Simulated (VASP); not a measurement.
**Au: single point with PBE**

Crystal: Au.

```
CELL_PARAMETERS angstrom
0.00000 2.04785 2.14141
2.04785 0.00000 2.14141
2.04785 2.04785 0.00000
ATOMIC_POSITIONS crystal
Au 0.00000 0.00000 0.00000
```

This cell differs from its parent crystal: strain -0.015 along x and y, +0.030 along z.

```
Program             : VASP 6.6.1
Task                : single point
Functional          : PBE
Potentials or basis : VASP PAW PBE potentials, release 64 (Au)
Cutoff              : 520 eV
k mesh              : 24 × 24 × 24
Occupations         : gaussian, width 0.15 eV
Spin                : no spin polarisation
```

```json
{
  "Pressure": "0.0 GPa",
  "Band gap on the k mesh": "zero (an odd number of electrons rules out a gap without spin polarisation)"
}
```

Stress tensor (GPa, compression positive):
```
 0.47  0.00  0.00
 0.00  0.47  0.00
 0.00  0.00 -1.01
```

Levels at points of the mesh, in eV from the Fermi level:
| k point | band 3 | band 4 | band 5 | band 6 | band 7 | band 8 | band 9 | band 10 |
| --- | --- | --- | --- | --- | --- | --- | --- | --- |
| (0.00, 0.00, 0.00) | -4.31 | -4.31 | -3.27 | -2.86 | 14.59 | 17.84 | 18.48 | 18.48 |
| (0.50, 0.00, 0.00) | -4.30 | -2.05 | -1.89 | -0.73 | 2.79 | 13.88 | 16.38 | 17.22 |
| (0.50, 0.50, 0.00) | -1.99 | -1.69 | -1.69 | 0.69 | 4.69 | 10.36 | 10.36 | 17.10 |
| (0.50, 0.00, 0.50) | -2.03 | -1.82 | -1.51 | 1.40 | 5.68 | 9.58 | 9.63 | 16.44 |

It took 100 s on 1 thread of Intel Xeon 8259CL (shared host), peak memory 0.33 GiB.

Caveat: the cell differs from its parent crystal (strain -0.015 along x and y, +0.030 along z); spin-orbit coupling is left out, which moves the levels of the heavy elements.
